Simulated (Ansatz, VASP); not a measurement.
# SbW in VASP and in Ansatz

```
CELL_PARAMETERS angstrom
3.32955 0.00000 0.00000
0.00000 3.32955 0.00000
0.00000 0.00000 3.32955
ATOMIC_POSITIONS crystal
W 0.00000 0.00000 0.00000
Sb 0.50000 0.50000 0.50000
```

Alike in both runs: functional PBE; k mesh 12 × 12 × 12; occupations fermi-dirac, width 0.08 eV; no spin polarisation.

Ansatz relaxed the structure, and its values are those at the end. VASP's run is a single point on that final structure, the one shown.

|  | VASP | Ansatz |
| --- | --- | --- |
| version | VASP 6.6.1 | Ansatz 0.2.0 |
| potentials or method | VASP PAW PBE potentials, release 64 (W_sv, Sb) | PAW with Ansatz's default frozen-core files, scalar-relativistic |
| plane-wave cutoff (eV) | 520 | 420 |
| valence electrons in the cell | 19 | 29 |

|  | VASP | Ansatz | Ansatz less VASP |
| --- | --- | --- | --- |
| pressure (GPa) | 0.0 | 0.0 | -0.04 |

The functional is the same, so the differences come from potentials, cutoffs and numerics. VASP's potentials hold 19 valence electrons a cell and Ansatz's 29, so a difference there can come from the potentials and not from the codes.

Spin-orbit coupling is off throughout.
